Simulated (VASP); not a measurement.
Input of a VASP 6.6.1 run:

Contents of INCAR:

```
SYSTEM = Ti
PREC = Accurate
ENCUT = 520
EDIFF = 1E-6
ISMEAR = -1
SIGMA = 0.1
LREAL = .False.
LASPH = .True.
NELM = 100
ALGO = Normal
ISIF = 2
LWAVE = .False.
LCHARG = .False.
GGA = PS
NBANDS = 12
```

File KPOINTS:

```
Automatic mesh
0
Gamma
  12 12 12
  0 0 0
```

File POSCAR:

```
Ti
1.0
    0.0000000000      2.0698140295      2.0698140295
    2.0698140295      0.0000000000      2.0698140295
    2.0698140295      2.0698140295      0.0000000000
Ti
1
Direct
    0.0000000000      0.0000000000      0.0000000000
```

Potentials or basis: VASP PAW PBE potentials, release 64 (Ti_sv).

Launch:

```console
$ cat potpaw_PBE.64/Ti_sv/POTCAR > POTCAR
$ mpirun -np 1 vasp_std > vasp.out
```

(1) Predict the pressure.

(2) Predict the band gap on the k mesh.

Answers

(1) -6.3 GPa.

(2) zero (band 6 reaches 8.74 eV, above the bottom of band 7 at 7.51 eV).

Caveat: the PAW data sets were made with another functional, which shifts forces and pressure a little.
